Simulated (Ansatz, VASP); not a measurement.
## KI: VASP beside Ansatz

```
K I
1.0
     3.54595    3.54595    0.00000
    -3.54595    3.54595    0.00000
     0.00000    3.54595    3.54595
K I
1 1
Cartesian
  0.0000 0.0000 0.0000
  0.0000 3.5460 0.0000
```

Change from the starting cell: unstrained.

Alike in both runs: task single point; functional r2SCAN; k mesh 6 × 6 × 6; no spin polarisation.

|  | VASP | Ansatz |
| --- | --- | --- |
| version | VASP 6.6.1 | Ansatz 0.2.0 |
| potentials or method | VASP PAW PBE potentials, release 64 (K_sv, I) | PAW with Ansatz's default frozen-core files, scalar-relativistic |
| plane-wave cutoff (eV) | 520 | 500 |
| occupations | gaussian, width 0.01 eV | fixed |
| valence electrons in the cell | 16 | 26 |

|  | VASP | Ansatz | Ansatz less VASP |
| --- | --- | --- | --- |
| gap on the k mesh at the Fermi level (eV) | 4.58 | 4.58 | +0.003 |
| pressure (GPa) | 0.0 | 0.0 | 0.00 |

VASP's potentials were made for PBE, not for r2SCAN. VASP's potentials hold 16 valence electrons a cell and Ansatz's 26, so a difference there can come from the potentials and not from the codes.

Spin-orbit coupling is off throughout.
